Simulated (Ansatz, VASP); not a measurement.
## CdTe: VASP beside Ansatz

Contents of INCAR:

```
SYSTEM = CdTe
PREC     = Accurate       ! precision mode
ENCUT    = 520            ! plane-wave cutoff, eV
EDIFF    = 1E-6           ! SCF threshold, eV
ISMEAR   = 0              ! smearing method
SIGMA    = 0.02           ! smearing width, eV
LREAL    = .FALSE.        ! projectors in reciprocal space
LASPH    = .TRUE.         ! aspherical terms in the spheres
NELM     = 60             ! most SCF steps
ALGO     = Normal         ! electronic algorithm
ISIF     = 2              ! what is computed and relaxed
LWAVE    = .FALSE.        ! write WAVECAR
LCHARG   = .FALSE.        ! write CHGCAR
GGA      = PE             ! functional
NBANDS   = 46             ! bands
```

KPOINTS

```
regular mesh
0
G
  4 6 4
  0 0 0
```

Contents of POSCAR:

```
CdTe
1.0
    8.6097497660      0.0000000000      0.0000000000
    0.0000000000      4.8142365280      0.0000000000
    0.0000000000      0.0000000000      8.0512862614
Cd Te
4 4
Direct
    0.8471352555      0.7500000000      0.3973714405
    0.6528647445      0.2500000000      0.8973714405
    0.3471352555      0.7500000000      0.1026285595
    0.1528647445      0.2500000000      0.6026285595
    0.8140747334      0.2500000000      0.5922769031
    0.6859252666      0.7500000000      0.0922769031
    0.3140747334      0.2500000000      0.9077230969
    0.1859252666      0.7500000000      0.4077230969
```

Input for Ansatz:

```yaml
crystal:
  lattice:
    - [8.609749766, 0.0, 0.0]
    - [0.0, 4.814236528, 0.0]
    - [0.0, 0.0, 8.0512862614]
  atoms:
    - { symbol: Cd, position: [0.8471352555, 0.75, 0.3973714405] }
    - { symbol: Cd, position: [0.6528647445, 0.25, 0.8973714405] }
    - { symbol: Cd, position: [0.3471352555, 0.75, 0.1026285595] }
    - { symbol: Cd, position: [0.1528647445, 0.25, 0.6026285595] }
    - { symbol: Te, position: [0.8140747334, 0.25, 0.5922769031] }
    - { symbol: Te, position: [0.6859252666, 0.75, 0.0922769031] }
    - { symbol: Te, position: [0.3140747334, 0.25, 0.9077230969] }
    - { symbol: Te, position: [0.1859252666, 0.75, 0.4077230969] }
basis:
  ecutwfc: 420
kpoints:
  mp_grid: { grid: [4, 6, 4] }
  band_path:
    path:
      - [[0.0, 0.0, 0.0], [0.5, 0.0, 0.0], [0.5, 0.5, 0.0], [0.0, 0.5, 0.0], [0.0, 0.0, 0.0], [0.0, 0.0, 0.5], [0.5, 0.0, 0.5], [0.5, 0.5, 0.5], [0.0, 0.5, 0.5], [0.0, 0.0, 0.5]]
      - [[0.5, 0.0, 0.0], [0.5, 0.0, 0.5]]
      - [[0.0, 0.5, 0.0], [0.0, 0.5, 0.5]]
      - [[0.5, 0.5, 0.0], [0.5, 0.5, 0.5]]
    npoints: 14
hamiltonian:
  xc: pbe
scf:
  occupations: { method: gaussian, width: 0.02 }
  n_extra_bands: 20
output:
  forces: true
  stress: true
  eigenvalues: true
  populations: true
  dos: { projected: true, de: 0.02, nscf_kmesh: { grid: [6, 9, 6] } }
  bader: true
  write_density: true
  write_potential: true
  elf: true
  volumetric_format: npy
```

Alike in both runs: task single point; functional PBE; k mesh 4 × 6 × 4; occupations gaussian, width 0.02 eV; no spin polarisation.

|  | VASP | Ansatz |
| --- | --- | --- |
| version | VASP 6.6.1 | Ansatz 0.2.0 |
| potentials or method | VASP PAW PBE potentials, release 64 (Cd, Te), cutoff 520 eV | scalar-relativistic, plane waves, PAW |
| valence electrons in the cell | 72 | 144 |

Ansatz gave:

```
gap on the k mesh at the Fermi level (eV) : 0.79
least direct gap on the mesh (eV)         : 0.79
pressure (GPa)                            : 0.0
```

Task: Which values does VASP return?

Result: gap on the k mesh at the Fermi level (eV): 0.78; least direct gap on the mesh (eV): 0.78; pressure (GPa): 0.1.

With one functional, cell and mesh, what is left measures potentials, basis and numerics. VASP's potentials hold 72 valence electrons a cell and Ansatz's 144, so a difference there can come from the potentials and not from the codes. Ansatz's warnings: k point list ram cut.

Neither program's run includes spin-orbit coupling.
